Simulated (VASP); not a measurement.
Here is a VASP 6.6.1 calculation.

Contents of INCAR:

```
PREC = Accurate ; ENCUT = 520
EDIFF = 1E-6 ; ISMEAR = 0
SIGMA = 0.1 ; LREAL = False
LASPH = True ; NELM = 150
ALGO = Normal ; ISIF = 2
LWAVE = False ; LCHARG = False
ISPIN = 2 ; MAGMOM = 2.73 -0.14
LORBIT = 11 ; LMAXMIX = 4
GGA = PE ; NBANDS = 20
```

The input KPOINTS:

```
regular mesh
0
Gamma
  20 20 20
```

POSCAR

```
MnSi
1.0
    0.0000000000      2.4230475078      2.4230475078
    2.4230475078      0.0000000000      2.4230475078
    2.4230475078      2.4230475078      0.0000000000
Mn Si
1 1
Direct
    0.0000000000      0.0000000000      0.0000000000
    0.5000000000      0.5000000000      0.5000000000
```

Potentials or basis: VASP PAW PBE potentials, release 64 (Mn_pv, Si).

The run is started by

```console
$ cat potpaw_PBE.64/Mn_pv/POTCAR potpaw_PBE.64/Si/POTCAR > POTCAR
$ mpirun -np 1 vasp_std > vasp.out
```

Question: Predict the net moment.

Answer: 2.48 μB per cell.

Question: Predict the site moments.

Answer: Mn +2.58; Si -0.11 μB.

Question: Estimate the pressure.

Answer: 0.0 GPa.
